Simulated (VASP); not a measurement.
# Ni (P6/mmm) in VASP: a series of runs, part 2 of 2

VASP 6.6.1.

## 4. Single point, PBE, collinear spin, ferromagnetic start

This run uses another cell than the first one, of 9.49 Å³/atom, 1.143 times its volume.

Input file INCAR:

```
  ALGO = Normal
  EDIFF = 1E-6
  ENCUT = 520
  GGA = PE
  ISIF = 2
  ISMEAR = -1
  ISPIN = 2
  LASPH = True
  LCHARG = True
  LELF = True
  LMAXMIX = 4
  LORBIT = 11
  LREAL = False
  LVHAR = True
  LWAVE = False
  MAGMOM = 1
  NBANDS = 15
  NELM = 150
  PREC = Accurate
  SIGMA = 0.1
```

Input file KPOINTS:

```
k-points
0
Gamma
  18 18 17
```

Input file POSCAR:

```
Ni
1.0
    2.2475182120      0.0000000000      0.0000000000
   -1.1237591060      1.9464078671      0.0000000000
    0.0000000000      0.0000000000      2.1682810997
Ni
1
Direct
    0.0000000000      0.0000000000      0.0000000000
```

Potentials or basis: VASP PAW PBE potentials, release 64 (Ni).

Run with:

```bash
$ cat potpaw_PBE.64/Ni/POTCAR > POTCAR
$ mpirun -np 1 vasp_std > vasp.out
```

OUTCAR:

```text
EDIFF = 1E-6
   ENCUT = 520
   GGA = PE
   ISIF = 2
   ISMEAR = -1
   ISPIN = 2
   LASPH = True
   LORBIT = 11
   LREAL = False
   NELM = 150
   PREC = Accurate

 ion  position               nearest neighbor table
   1  0.000  0.000  0.000-

  LATTYP: Found a hexagonal cell.
 ALAT       =     2.2475182120
 C/A-ratio  =     0.9647446184

  Lattice vectors:

 A1 = (   2.2475182120,   0.0000000000,   0.0000000000)
 A2 = (  -1.1237591060,   1.9464078671,   0.0000000000)
 A3 = (   0.0000000000,   0.0000000000,   2.1682810997)
[... 1073 lines left out ...]
  -------------------------------------------------------------------------------------
  Total        3.5763343      3.5763343      3.5468173      0.0000000     -0.0000000      0.0000000
  in kB      604.0821928    604.0821929    599.0964573      0.0000000     -0.0000000      0.0000000
  external PRESSURE =     602.4202810 kB  Pullay stress =       0.0000000 kB

 VOLUME and BASIS-vectors are now :
 -----------------------------------------------------------------------------
  energy-cutoff  :      520.00
  volume of cell :        9.49
      direct lattice vectors                 reciprocal lattice vectors
     2.247518212  0.000000000  0.000000000     0.444935216  0.256883466  0.000000000
    -1.123759106  1.946407867  0.000000000     0.000000000  0.513766933  0.000000000
     0.000000000  0.000000000  2.168281100     0.000000000  0.000000000  0.461194815

 POSITION                                       TOTAL-FORCE (eV/Angst)
 -----------------------------------------------------------------------------------
      0.00000      0.00000      0.00000         0.000000      0.000000      0.000000
 -----------------------------------------------------------------------------------
    total drift:                               -0.000000      0.000000      0.000000

  FREE ENERGIE OF THE ION-ELECTRON SYSTEM (eV)
  ---------------------------------------------------
  free  energy   TOTEN  =        -4.7468482695 eV

  energy  without entropy=       -4.6945367836  energy(sigma->0) =       -4.72069253

 total charge

# of ion       s       p       d       tot
------------------------------------------
    1        0.606   0.630   8.479   9.714

 magnetization (x)

# of ion       s       p       d       tot
------------------------------------------
    1        0.000   0.000  -0.000  -0.000
```

OSZICAR:

```text
N       E                     dE             d eps       ncg     rms          rms(c)
DAV:   1     0.343399179913E+02    0.34340E+02   -0.42101E+03 21344   0.894E+02
DAV:   2    -0.416417676913E+01   -0.38504E+02   -0.35824E+02 22521   0.167E+02
DAV:   3    -0.553113678149E+01   -0.13670E+01   -0.13560E+01 24901   0.308E+01
DAV:   4    -0.553750997096E+01   -0.63732E-02   -0.63724E-02 24476   0.202E+00
DAV:   5    -0.553755887404E+01   -0.48903E-04   -0.48903E-04 25478   0.159E-01    0.113E+01
DAV:   6    -0.491433203209E+01    0.62323E+00   -0.77405E+00 27754   0.326E+01    0.495E+00
DAV:   7    -0.476442145382E+01    0.14991E+00   -0.10321E+00 25857   0.112E+01    0.273E+00
DAV:   8    -0.474658194539E+01    0.17840E-01   -0.39378E-02 27583   0.134E+00    0.691E-01
DAV:   9    -0.474621779906E+01    0.36415E-03   -0.10750E-03 29411   0.222E-01    0.262E-01
DAV:  10    -0.474641585983E+01   -0.19806E-03   -0.43953E-04 28342   0.174E-01    0.133E-01
DAV:  11    -0.474673699322E+01   -0.32113E-03   -0.95305E-04 28261   0.299E-01    0.617E-02
DAV:  12    -0.474681120101E+01   -0.74208E-04   -0.22430E-04 29729   0.133E-01    0.354E-02
DAV:  13    -0.474683221855E+01   -0.21018E-04   -0.46866E-05 31471   0.668E-02    0.258E-02
DAV:  14    -0.474684579432E+01   -0.13576E-04   -0.60021E-05 28338   0.745E-02    0.103E-02
DAV:  15    -0.474684822402E+01   -0.24297E-05   -0.12622E-05 28208   0.336E-02    0.217E-03
DAV:  16    -0.474684826947E+01   -0.45457E-07   -0.50682E-07 16248   0.692E-03
   1 F= -.47468483E+01 E0= -.47206925E+01  d E =-.523115E-01  mag=     0.0003
```

Run time: 51 s. Hardware: 1 thread of Intel Xeon 6975P-C (Granite Rapids), shared host; peak memory 0.18 GiB.

Results:

```yaml
Free_energy: -4.7468 eV
Pressure: 60.2 GPa
Band_gap_on_the_k_mesh: zero (filled and empty bands overlap)
Net_moment: 0.00 μB per cell
Valence_electrons_inside_the_program's_atomic_spheres: Ni 9.71
```

Stress tensor (GPa, compression positive):
```
60.41  0.00  0.00
 0.00 60.41  0.00
 0.00  0.00 59.91
```

## 5. Single point, PBE, collinear spin, ferromagnetic start

This run uses another cell than the first one, of 10.67 Å³/atom, 1.286 times its volume.

Input file INCAR:

```
PREC = Accurate ; ENCUT = 520
EDIFF = 1E-6 ; ISMEAR = -1
SIGMA = 0.1 ; LREAL = False
LASPH = True ; NELM = 150
ALGO = Normal ; ISIF = 2
LWAVE = False ; LCHARG = False
ISPIN = 2 ; MAGMOM = 1
LORBIT = 11 ; LMAXMIX = 4
GGA = PE ; NBANDS = 15
```

Input file KPOINTS:

```
Automatic mesh
0
Gamma
  18 18 17
```

Input file POSCAR:

```
Ni
1.0
    2.3334610337      0.0000000000      0.0000000000
   -1.1667305169      2.0208365339      0.0000000000
    0.0000000000      0.0000000000      2.2629420873
Ni
1
Direct
    0.0000000000      0.0000000000      0.0000000000
```

Potentials or basis: VASP PAW PBE potentials, release 64 (Ni).

Run with:

```bash
$ cat potpaw_PBE.64/Ni/POTCAR > POTCAR
$ mpirun -np 1 vasp_std > vasp.out
```

OUTCAR:

```text
PREC = Accurate
   ENCUT = 520
   EDIFF = 1E-6
   ISMEAR = -1
   LREAL = False
   LASPH = True
   NELM = 150
   ISIF = 2
   ISPIN = 2
   LORBIT = 11
   GGA = PE

 ion  position               nearest neighbor table
   1  0.000  0.000  0.000-

  LATTYP: Found a hexagonal cell.
 ALAT       =     2.3334610337
 C/A-ratio  =     0.9697792483

  Lattice vectors:

 A1 = (   2.3334610337,   0.0000000000,   0.0000000000)
 A2 = (  -1.1667305169,   2.0208365339,   0.0000000000)
 A3 = (   0.0000000000,   0.0000000000,   2.2629420873)
[... 1071 lines left out ...]
  -------------------------------------------------------------------------------------
  Total        1.3845710      1.3845710      1.3601486     -0.0000000     -0.0000000      0.0000000
  in kB      207.8838014    207.8838014    204.2169340     -0.0000000     -0.0000000      0.0000000
  external PRESSURE =     206.6615123 kB  Pullay stress =       0.0000000 kB

 VOLUME and BASIS-vectors are now :
 -----------------------------------------------------------------------------
  energy-cutoff  :      520.00
  volume of cell :       10.67
      direct lattice vectors                 reciprocal lattice vectors
     2.333461034  0.000000000  0.000000000     0.428547975  0.247422289  0.000000000
    -1.166730517  2.020836534  0.000000000     0.000000000  0.494844577  0.000000000
     0.000000000  0.000000000  2.262942087     0.000000000  0.000000000  0.441902604

 POSITION                                       TOTAL-FORCE (eV/Angst)
 -----------------------------------------------------------------------------------
      0.00000      0.00000      0.00000         0.000000      0.000000      0.000000
 -----------------------------------------------------------------------------------
    total drift:                                0.000000     -0.000000      0.000000

  FREE ENERGIE OF THE ION-ELECTRON SYSTEM (eV)
  ---------------------------------------------------
  free  energy   TOTEN  =        -5.0308927438 eV

  energy  without entropy=       -4.9713621006  energy(sigma->0) =       -5.00112742

 total charge

# of ion       s       p       d       tot
------------------------------------------
    1        0.548   0.515   8.394   9.458

 magnetization (x)

# of ion       s       p       d       tot
------------------------------------------
    1       -0.001  -0.003   0.145   0.141
```

Run time: 50 s. Hardware: 1 thread of Intel Xeon 6975P-C (Granite Rapids), shared host; peak memory 0.19 GiB.

Results:

* Free energy: -5.0309 eV
* Pressure: 20.7 GPa
* Net moment: 0.14 μB per cell
* Site moments: Ni +0.14 μB
* Valence electrons inside the program's atomic spheres: Ni 9.46

## 6. The runs side by side

| cell | gap on the mesh (eV) | pressure (GPa) | moment (μB) |
| --- | --- | --- | --- |
| a = 2.153, b = 2.153, c = 2.067 Å, angles 90.0, 90.0, 120.0°, 1 atom | none | 134.2 | 0.00 |
| a = 2.248, b = 2.248, c = 2.168 Å, angles 90.0, 90.0, 120.0°, 1 atom | none | 60.2 | 0.00 |
| a = 2.333, b = 2.333, c = 2.263 Å, angles 90.0, 90.0, 120.0°, 1 atom | none | 20.7 | 0.14 |

Alike in all rows: task single point; level PBE; potentials or basis VASP PAW PBE potentials, release 64 (Ni); spin collinear, ferromagnetic start; k mesh 18 × 18 × 17; cutoff (eV) 520; smearing fermi-dirac 0.1 eV.

Total energies depend on the potentials used, so only differences within one code and one set of settings carry meaning.
